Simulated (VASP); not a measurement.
The system is Ba2LuRuN6.

```xyz
10
Lattice="0.0000 4.2007 4.2007 4.2007 0.0000 4.2007 4.2007 4.2007 0.0000" Properties=species:S:1:pos:R:3 pbc="T T T"
Lu    0.0000    0.0000    0.0000
N     2.2104    4.2007    4.2007
N     4.2007    2.2104    4.2007
N     6.1911    4.2007    4.2007
N     4.2007    6.1911    4.2007
N     4.2007    4.2007    2.2104
N     4.2007    4.2007    6.1911
Ru    4.2007    4.2007    4.2007
Ba    2.1004    2.1004    2.1004
Ba    6.3011    6.3011    6.3011
```

Base run:

* Program: VASP 6.6.1
* Functional: PBE
* Potentials or basis: VASP PAW PBE potentials, release 64 (Lu, N, Ru_pv, Ba_sv)
* Cutoff: 520 eV
* k mesh: 4 × 4 × 4
* Occupations: fermi-dirac, width 0.1 eV
* Spin: no spin polarisation

Its results: pressure 2.1 GPa; largest force 0.866 eV/Å.

The run is repeated on the same cell with these changes: functional from PBE to LDA. What comes out?

Pressure -7.2 GPa; largest force 0.961 eV/Å.

LDA binds more tightly than PBE, so the same cell stands under less pressure.

Caveats: the PAW data sets were made with another functional, which shifts forces and pressure a little (some runs).
